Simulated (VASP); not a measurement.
Here is a VASP 6.6.1 calculation.

Contents of INCAR:

```
PREC = Accurate ; ENCUT = 520
EDIFF = 1E-7 ; ISMEAR = -1
SIGMA = 0.1 ; LREAL = False
LASPH = True ; NELM = 60
ALGO = Normal ; ISIF = 2
LWAVE = False ; LCHARG = False
GGA = CA ; NBANDS = 12
```

KPOINTS

```
Automatic mesh
0
Gamma
  11 11 11
```

File POSCAR:

```
La
1.0
    3.1668823378      0.0000000000      0.0000000000
    0.0000000000      3.1668823378      0.0000000000
    0.0000000000      0.0000000000      3.1668823378
La
1
Direct
    0.0000000000      0.0000000000      0.0000000000
```

Potentials or basis: VASP PAW LDA potentials, release 64 (La).

Run with:

```console
$ cat potpaw_LDA.64/La/POTCAR > POTCAR
$ mpirun -np 1 vasp_std > vasp.out
```

(1) What does it give for the pressure?

(2) Predict the band gap on the k mesh.

## Answers

(1) -0.2 GPa.

(2) zero (an odd number of electrons rules out a gap without spin polarisation).

Caveat: spin-orbit coupling is left out, which moves the levels of the heavy elements.
